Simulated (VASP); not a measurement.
# Ta2O5 (C2) in VASP: single point with LDA

Aim: the single point of Ta2O5 with LDA.

Everything below comes from runs of VASP 6.6.1. Logs are shortened: lines on timing, memory, paths and dates and some standing lists are left out, and cuts for length are marked.

## Step 1: The cell of the first run

Symmetry: C2, No. 5, monoclinic system. The conventional cell has a = 8.837 Å, b = 6.654 Å, c = 6.110 Å, α = 90.00°, β = 133.12°, γ = 90.00°. Ta (site symmetry 1) has 5 O at 1.87 to 2.08 Å within 2.5 Å. Within 2.6 Å of O (site symmetry 2) lie 2 Ta at 1.93 Å. O (site symmetry 1) has 2 Ta at 1.90 to 1.94 Å within 2.5 Å. O (site symmetry 1) has 2 Ta at 1.87 to 2.08 Å and 1 O at 2.52 Å within 2.6 Å.

## Step 2: Single point, LDA

INCAR

```
SYSTEM = Ta2O5
ALGO = Normal ; EDIFF = 1E-6
ENCUT = 520 ; ISIF = 2
ISMEAR = 0 ; LASPH = .TRUE.
LCHARG = .FALSE. ; LREAL = .FALSE.
LWAVE = .FALSE. ; NBANDS = 35
NELM = 100 ; PREC = Accurate
SIGMA = 0.1
```

KPOINTS

```
k-points
0
G
  4 4 4
  0 0 0
```

POSCAR

```
Ta2O5
1.0
    4.4186220000     -3.3267620000      0.0000000000
    4.4186220000      3.3267620000      0.0000000000
   -4.1758940000      0.0000000000      4.4597330000
Ta O
2 5
Direct
    0.2319330000      0.2052660000      0.1190880000
    0.7947340000      0.7680670000      0.8809120000
    0.5431400000      0.4568600000      0.5000000000
    0.4972170000      0.9831630000      0.9688890000
    0.9179230000      0.8927860000      0.7263110000
    0.1072140000      0.0820770000      0.2736890000
    0.0168370000      0.5027830000      0.0311110000
```

Potentials or basis: VASP PAW LDA potentials, release 64 (Ta_pv, O).

Started as:

```console
cat potpaw_LDA.64/Ta_pv/POTCAR potpaw_LDA.64/O/POTCAR > POTCAR
mpirun -np 1 vasp_std > vasp.out
```

OUTCAR:

```text
SYSTEM = Ta2O5
   EDIFF = 1E-6
   ENCUT = 520
   ISIF = 2
   ISMEAR = 0
   LASPH = .TRUE.
   LREAL = .FALSE.
   NELM = 100
   PREC = Accurate

 ion  position               nearest neighbor table
   1  0.232  0.205  0.119-   6 1.87   7 1.90   3 1.93   4 1.94   5 2.08   2 3.06
   2  0.795  0.768  0.881-   5 1.87   4 1.90   3 1.93   7 1.94   6 2.08   1 3.06
   3  0.543  0.457  0.500-   1 1.93   2 1.93
   4  0.497  0.983  0.969-   2 1.90   1 1.94
   5  0.918  0.893  0.726-   2 1.87   1 2.08
   6  0.107  0.082  0.274-   1 1.87   2 2.08
   7  0.017  0.503  0.031-   1 1.90   2 1.94

  LATTYP: Found a base centered monoclinic cell.
 ALAT       =     8.8372440000
 B/A-ratio  =     0.7528958123
 C/A-ratio  =     0.6913476572
 COS(beta)  =    -0.6834962315

  Lattice vectors:

 A1 = (   4.4186220000,  -3.3267620000,   0.0000000000)
 A2 = (   4.4186220000,   3.3267620000,   0.0000000000)
 A3 = (  -4.1758940000,   0.0000000000,   4.4597330000)

Analysis of symmetry for initial positions (statically):
=====================================================================
 Subroutine PRICEL returns:
 Original cell was already a primitive cell.

 Routine SETGRP: Setting up the symmetry group for a
 base centered monoclinic supercell.

 Subroutine GETGRP returns: Found  2 space group operations
 (whereof  2 operations were pure point group operations)
 out of a pool of  4 trial point group operations.

The static configuration has the point symmetry C_2 .

Analysis of symmetry for dynamics (positions and initial velocities):
=====================================================================
 Subroutine PRICEL returns:
 Original cell was already a primitive cell.

 Routine SETGRP: Setting up the symmetry group for a
 base centered monoclinic supercell.

 Subroutine GETGRP returns: Found  2 space group operations
 (whereof  2 operations were pure point group operations)
 out of a pool of  4 trial point group operations.

The dynamic configuration has the point symmetry C_2 .

 Subroutine INISYM returns: Found  2 space group operations
 (whereof  2 operations are pure point group operations),
 and found     1 'primitive' translations

----------------------------------------------------------------------------------------

                                     Primitive cell

  volume of cell :     131.1135

  direct lattice vectors                    reciprocal lattice vectors
     4.418622000 -3.326762000  0.000000000     0.113157450 -0.150296294  0.105955562
     4.418622000  3.326762000  0.000000000     0.113157450  0.150296294  0.105955562
    -4.175894000  0.000000000  4.459733000     0.000000000  0.000000000  0.224228670

  length of vectors
     5.530964272  5.530964272  6.109607936     0.215917035  0.215917035  0.224228670

  position of ions in fractional coordinates (direct lattice)
     0.231933000  0.205266000  0.119088000
     0.794734000  0.768067000  0.880912000
     0.543140000  0.456860000  0.500000000
     0.497217000  0.983163000  0.968889000
     0.917923000  0.892786000  0.726311000
     0.107214000  0.082077000  0.273689000
     0.016837000  0.502783000  0.031111000

  ion indices of the primitive-cell ions
   primitive index   ion index
                 1           1
                 2           2
                 3           3
                 4           4
                 5           5
                 6           6
                 7           7

----------------------------------------------------------------------------------------

 KPOINTS: k-points

Automatic generation of k-mesh.
 Grid dimensions read from file:
 generate k-points for:    4    4    4

 Generating k-lattice:

  Cartesian coordinates                     Fractional coordinates (reciprocal lattice)
     0.028289363 -0.037574074  0.026488891     0.250000000  0.000000000  0.000000000
     0.028289363  0.037574074  0.026488891     0.000000000  0.250000000  0.000000000
     0.000000000  0.000000000  0.056057168     0.000000000  0.000000000  0.250000000

  Length of vectors
     0.053979259  0.053979259  0.056057168

  Shift w.r.t. Gamma in fractional coordinates (k-lattice)
     0.000000000  0.000000000  0.000000000

 Subroutine IBZKPT returns following result:
 ===========================================

 Found     24 irreducible k-points:

 Following reciprocal coordinates:
            Coordinates               Weight
  0.000000  0.000000  0.000000      1.000000
  0.250000  0.000000  0.000000      4.000000
  0.500000  0.000000  0.000000      2.000000
  0.250000  0.250000  0.000000      2.000000
  0.500000  0.250000 -0.000000      4.000000
 -0.250000  0.250000  0.000000      2.000000
[... 16 lines left out ...]
 -0.250000  0.250000  0.500000      2.000000
  0.500000  0.500000  0.500000      1.000000
   k-points           NKPTS =     24   k-points in BZ     NKDIM =     24   number of bands    NBANDS=     35
   number of dos      NEDOS =    301   number of ions     NIONS =      7
   total plane-waves  NPLWV =  84672
   dimension x,y,z NGX =    42 NGY =   42 NGZ =   48
   dimension x,y,z NGXF=    84 NGYF=   84 NGZF=   96
   ions per type =               2   5
   NGX,Y,Z   is equivalent  to a cutoff of  12.62, 12.62, 13.06 a.u.
   NGXF,Y,Z  is equivalent  to a cutoff of  25.25, 25.25, 26.12 a.u.
 SYSTEM =  Ta2O5
   PREC   = accura    normal or accurate (medium, high low for compatibility)
   ISTART =      0    job   : 0-new  1-cont  2-samecut
   ICHARG =      2    charge: 1-file 2-atom 10-const
   ISPIN  =      1    spin polarized calculation?
   LNONCOLLINEAR =      F non collinear calculations
   LSORBIT =      F    spin-orbit coupling
   LASPH  =      T    aspherical Exc in radial PAW
   ENCUT  =  520.0 eV  38.22 Ry    6.18 a.u.  10.28 10.28 11.36*2*pi/ulx,y,z
   NELM   =    100;   NELMIN=  2; NELMDL= -5     # of ELM steps
   EDIFF  = 0.1E-05   stopping-criterion for ELM
   LREAL  =      F    real-space projection
   EDIFFG = 0.1E-04   stopping-criterion for IOM
   NSW    =      0    number of steps for IOM
   IBRION =     -1    ionic relax: 0-MD 1-quasi-New 2-CG
   NFREE  =      0    steps in history (QN), initial steepest desc. (CG)
   ISIF   =      2    stress and relaxation
   ISYM   =      2    0-nonsym 1-usesym 2-fastsym
   POTIM  = 0.5000    time-step for ionic-motion
   TEBEG  =    0.0;   TEEND  =   0.0 temperature during run
   PSTRESS=    0.0 pullay stress
   NELECT =      52.0000    total number of electrons
   NUPDOWN=      -1.0000    fix difference up-down
   EMIN   =  10.00;   EMAX   =-10.00  energy-range for DOS
   EFERMI =   0.00;   METHOD = LEGACY
   ISMEAR =     0;   SIGMA  =   0.10  broadening in eV -4-tet -1-fermi 0-gaus
   EFERMI_NEDOS =   21; number of points for ismear=-14 and -15
   IALGO  =     38    algorithm
   IMIX   =      4    mixing-type and parameters
     AMIX     =   0.40;   BMIX     =  1.00
     AMIX_MAG =   1.60;   BMIX_MAG =  1.00
  volume/ion in A,a.u.               =      18.73       126.40
  Fermi-wavevector in a.u.,A,eV,Ry     =   1.202800  2.272963 19.683932  1.446728
  Thomas-Fermi vector in A             =   2.338571
   LORBIT       =      0    0 simple, 1 ext, 2 COOP (PROOUT), +10 PAW based schemes
   GGA     = CA    functional components
   LHFCALC =     F    Hartree Fock is set to
   AEXX    =    0.0000 exact exchange contribution
   IVDW    =     0    specifies the selected vdW correction
   LEPSILON=     F    determine dielectric tensor
   LRPA    =     F    only Hartree local field effects (RPA)
 non-spin polarized calculation
 Gauss-broadening in eV      SIGMA  =   0.10
  energy-cutoff  :      520.00
  volume of cell :      131.11
 maximum number of plane-waves:      3547
 NGX is ok and might be reduce to    42
   NGX = 21   NGY = 21   NGZ = 23

 number of electron      52.0000001 magnetization

 Free energy of the ion-electron system (eV)
  ---------------------------------------------------
  ext. energy  EPLUGINS =         0.00000000
  ---------------------------------------------------
  free energy    TOTEN  =       -72.77462092 eV

  energy without entropy =      -72.77462092  energy(sigma->0) =      -72.77462092

 E-fermi :  -1.4116     XC(G=0):  -8.7695

 val. band max:       -1.8485702730   @ k =   0.0000   0.0000   0.0000
 cond. band min:       1.3241631728   @ k =   0.5000   0.5000   0.5000
 fundamental gap:      3.1727334458
 Fermi energy:        -1.4115794892

 k-point     1 :       0.0000    0.0000    0.0000
  band No.  band energies     occupation
      1     -35.6374      2.00000
      2     -35.5294      2.00000
      3     -35.4397      2.00000
      4     -35.4332      2.00000
      5     -35.3822      2.00000
      6     -35.2272      2.00000
[... 27 lines left out ...]
     34       5.7986      0.00000
     35       6.3167      0.00000

 k-point     2 :       0.2500    0.0000    0.0000
  band No.  band energies     occupation
      1     -35.6270      2.00000
      2     -35.5231      2.00000
      3     -35.4587      2.00000
      4     -35.4366      2.00000
      5     -35.3569      2.00000
      6     -35.2488      2.00000
[... 27 lines left out ...]
     34       5.4045      0.00000
     35       5.8274      0.00000

 k-point     3 :       0.5000    0.0000    0.0000
  band No.  band energies     occupation
      1     -35.6170      2.00000
      2     -35.5131      2.00000
      3     -35.4733      2.00000
      4     -35.4411      2.00000
      5     -35.3290      2.00000
      6     -35.2795      2.00000
[... 27 lines left out ...]
     34       5.0655      0.00000
     35       5.4765      0.00000

 k-point     4 :       0.2500    0.2500    0.0000
  band No.  band energies     occupation
      1     -35.6135      2.00000
      2     -35.5415      2.00000
      3     -35.4601      2.00000
      4     -35.4251      2.00000
      5     -35.3326      2.00000
      6     -35.2796      2.00000
[... 27 lines left out ...]
     34       5.8284      0.00000
     35       5.9261      0.00000

 k-point     5 :       0.5000    0.2500   -0.0000
  band No.  band energies     occupation
      1     -35.6226      2.00000
      2     -35.5342      2.00000
      3     -35.4690      2.00000
      4     -35.4237      2.00000
      5     -35.3571      2.00000
      6     -35.2452      2.00000
[... 638 lines left out ...]
 k-point    22 :       0.5000    0.2500    0.5000
  band No.  band energies     occupation
      1     -35.6216      2.00000
      2     -35.5314      2.00000
      3     -35.4747      2.00000
      4     -35.4230      2.00000
      5     -35.3531      2.00000
      6     -35.2477      2.00000
[... 27 lines left out ...]
     34       5.5215      0.00000
     35       5.9804      0.00000

 k-point    23 :      -0.2500    0.2500    0.5000
  band No.  band energies     occupation
      1     -35.6178      2.00000
      2     -35.5007      2.00000
      3     -35.4905      2.00000
      4     -35.4352      2.00000
      5     -35.3293      2.00000
      6     -35.2794      2.00000
[... 27 lines left out ...]
     34       5.0520      0.00000
     35       5.7140      0.00000

 k-point    24 :       0.5000    0.5000    0.5000
  band No.  band energies     occupation
      1     -35.6059      2.00000
      2     -35.5485      2.00000
      3     -35.4743      2.00000
      4     -35.4161      2.00000
      5     -35.3273      2.00000
      6     -35.2805      2.00000
[... 27 lines left out ...]
     34       5.7631      0.00000
     35       6.1493      0.00000

------------------------ aborting loop because EDIFF is reached ----------------------------------------

  FORCE on cell =-STRESS in cart. coord.  units (eV):
  Direction    XX          YY          ZZ          XY          YZ          ZX
  --------------------------------------------------------------------------------------
  -------------------------------------------------------------------------------------
  Total       -5.6688143     -4.8796403     -5.3522613      0.0000000      0.0000000     -0.7896361
  in kB      -69.2716250    -59.6280973    -65.4034192      0.0000000      0.0000000     -9.6491746
  external PRESSURE =     -64.7677138 kB  Pullay stress =       0.0000000 kB

 VOLUME and BASIS-vectors are now :
 -----------------------------------------------------------------------------
  energy-cutoff  :      520.00
  volume of cell :      131.11
      direct lattice vectors                 reciprocal lattice vectors
     4.418622000 -3.326762000  0.000000000     0.113157450 -0.150296294  0.105955562
     4.418622000  3.326762000  0.000000000     0.113157450  0.150296294  0.105955562
    -4.175894000  0.000000000  4.459733000     0.000000000  0.000000000  0.224228670

 POSITION                                       TOTAL-FORCE (eV/Angst)
 -----------------------------------------------------------------------------------
      1.43452     -0.08871      0.53110        -0.131581      0.001887      0.028519
      3.22683     -0.08871      3.92863         0.131581      0.001887     -0.028519
      2.33067     -0.28703      2.22987        -0.000000      0.226711     -0.000000
      2.49526      1.61663      4.32099        -0.035900     -0.096900      0.152776
      4.96784     -0.08362      3.23915        -0.309976     -0.018343      0.679073
     -0.30649     -0.08362      1.22058         0.309976     -0.018343     -0.679073
      2.16609      1.61663      0.13875         0.035900     -0.096900     -0.152776
 -----------------------------------------------------------------------------------
    total drift:                                0.000000     -0.000200     -0.000000

  FREE ENERGIE OF THE ION-ELECTRON SYSTEM (eV)
  ---------------------------------------------------
  free  energy   TOTEN  =       -72.7746209151 eV

  energy  without entropy=      -72.7746209151  energy(sigma->0) =      -72.77462092
```

Wall time 75 s (1 thread of Intel Xeon Platinum 8488C (Sapphire Rapids), shared host); peak memory 0.27 GiB.

What came out:

| Item | Value |
| --- | --- |
| Free energy | -72.7746 eV |
| Pressure | -6.5 GPa |
| Largest force | 0.747 eV/Å |
| Band gap on the k mesh | 3.17 eV (least direct gap 3.31 eV) |

Forces in eV/Å, atoms in the order of the input:
```
Ta  -0.132  0.002  0.029
Ta   0.132  0.002 -0.029
O    0.000  0.227  0.000
O   -0.036 -0.097  0.153
O   -0.310 -0.018  0.679
O    0.310 -0.018 -0.679
O    0.036 -0.097 -0.153
```

Levels at points of the mesh, in eV from the valence-band top:
| k point | band 22 | band 23 | band 24 | band 25 | band 26 | band 27 | band 28 | band 29 | band 30 | band 31 |
| --- | --- | --- | --- | --- | --- | --- | --- | --- | --- | --- |
| (0.00, 0.00, 0.00) | -0.80 | -0.76 | -0.63 | -0.03 | 0.00 | 3.50 | 3.52 | 4.86 | 4.95 | 5.31 |
| (0.50, 0.00, 0.00) | -1.17 | -1.00 | -0.59 | -0.50 | -0.23 | 3.68 | 4.77 | 5.03 | 5.49 | 6.22 |
| (0.50, 0.50, 0.00) | -1.81 | -1.29 | -1.07 | -0.16 | -0.03 | 4.52 | 4.80 | 5.13 | 5.34 | 5.55 |
| (0.00, 0.00, 0.50) | -1.09 | -0.87 | -0.81 | -0.58 | -0.42 | 3.94 | 4.50 | 4.76 | 5.17 | 5.68 |
| (0.50, 0.00, 0.50) | -1.61 | -0.91 | -0.51 | -0.29 | -0.04 | 3.85 | 4.92 | 5.15 | 6.00 | 6.18 |
| (0.50, 0.50, 0.50) | -1.37 | -0.88 | -0.40 | -0.19 | -0.14 | 3.17 | 3.92 | 5.09 | 5.15 | 5.75 |

Caveat: the cell stands under tension; spin-orbit coupling is left out, which moves the levels of the heavy elements. A k mesh can miss the band edges.
